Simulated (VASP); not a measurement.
Wanted: the native input for a VASP 6.6.1 run.

| Item | Value |
| --- | --- |
| Task | single point |
| Functional | PBE |
| Potentials or basis | VASP PAW PBE potentials, release 64 (H) |
| Cutoff | 520 eV |
| k mesh | 6 × 6 × 6 |
| Occupations | gaussian, width 0.02 eV |
| Spin | no spin polarisation |
| Dipole correction | no |
| Further INCAR settings | ALGO = Normal; EDIFF = 1e-06; NBANDS = 10 |

The structure of H lies in POSCAR:

```
H
1.0
    3.8581829842      0.0000000000      0.0000000000
    0.0000000000      3.8581829842      0.0000000000
    0.0000000000      0.0000000000      4.4614712634
H
4
Direct
    0.0000000000      0.0000000000      0.9169381930
    0.0000000000      0.0000000000      0.0830618070
    0.5000000000      0.5000000000      0.4169381930
    0.5000000000      0.5000000000      0.5830618070
```

This cell differs from its parent crystal: biaxial strain in the a-b plane: +4.0 %.

These files were run (other wordings do the same):

INCAR

```
SYSTEM = H
PREC     = Accurate       ! precision mode
ENCUT    = 520            ! plane-wave cutoff, eV
EDIFF    = 1E-6           ! SCF threshold, eV
ISMEAR   = 0              ! smearing method
SIGMA    = 0.02           ! smearing width, eV
LREAL    = .FALSE.        ! projectors in reciprocal space
LASPH    = .TRUE.         ! aspherical terms in the spheres
NELM     = 80             ! most SCF steps
ALGO     = Normal         ! electronic algorithm
ISIF     = 2              ! what is computed and relaxed
LWAVE    = .FALSE.        ! write WAVECAR
LCHARG   = .FALSE.        ! write CHGCAR
GGA      = PE             ! functional
NBANDS   = 10             ! bands
```

KPOINTS

```
regular mesh
0
G
  6 6 6
  0 0 0
```

Potentials or basis: VASP PAW PBE potentials, release 64 (H).

Launch:

```bash
$ cat potpaw_PBE.64/H/POTCAR > POTCAR
$ mpirun -np 1 vasp_std > vasp.out
```

Results of the run:

The pressure is 0.2 GPa, the largest force is 0.330 eV/Å and the band gap on the k mesh is 9.37 eV.

Caveat: the cell differs from its parent crystal (biaxial strain in the a-b plane: +4.0 %); this functional lacks dispersion, which holds the molecules together, so the pressure and a relaxed volume are unreliable.

Run time: 34 s on 1 thread of Intel Xeon 8259CL, with other jobs on the host, peak memory 0.17 GiB.
